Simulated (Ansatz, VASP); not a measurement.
## Ti2CuP3: VASP beside Ansatz

```
P Ti Cu
1.0
     3.45136    0.00000    0.00000
     0.00000    3.45136    0.00000
     0.00000    0.00000    7.57527
P Ti Cu
3 2 1
Direct
  0.00000 0.50000 0.37752
  0.50000 0.00000 0.62248
  0.50000 0.50000 0.00000
  0.00000 0.50000 0.71954
  0.50000 0.00000 0.28046
  0.00000 0.00000 0.00000
```

Alike in both runs: functional r2SCAN; k mesh 5 × 5 × 3; occupations tetrahedron; no spin polarisation; Hubbard terms Cu d U = 6.13 eV, Ti d U = 3.91 eV.

Ansatz relaxed the structure, and its values are those at the end. VASP's run is a single point on that final structure, the one shown.

```csv
,VASP,Ansatz
version,VASP 6.6.1,Ansatz 0.2.0
potentials or method,"VASP PAW PBE potentials, release 64 (P, Ti_sv, Cu), cutoff 520 eV",PAW plane waves
valence electrons in the cell,50,58
```

```csv
,VASP,Ansatz,Ansatz less VASP
gap on the k mesh at the Fermi level (eV),none,none,-
pressure (GPa),-0.9,0.0,+0.89
rms of the force components (eV/Å),0.095,0.001,-0.0943
```

VASP's potentials were made for PBE, not for r2SCAN. The programs project onto different local orbitals, so the same U acts differently, and such runs can settle in different states. A gap of «none» marks a metal or a gap that the smearing closes. VASP's potentials hold 50 valence electrons a cell and Ansatz's 58, so a difference there can come from the potentials and not from the codes. Ansatz's warnings: band table not solved further, filled band counts differ across k points, forces under tetrahedra, stress scf threshold loose, tetrahedron derivatives may miss energy slope.

The k mesh is coarse, so the values compare programs but aren't converged.
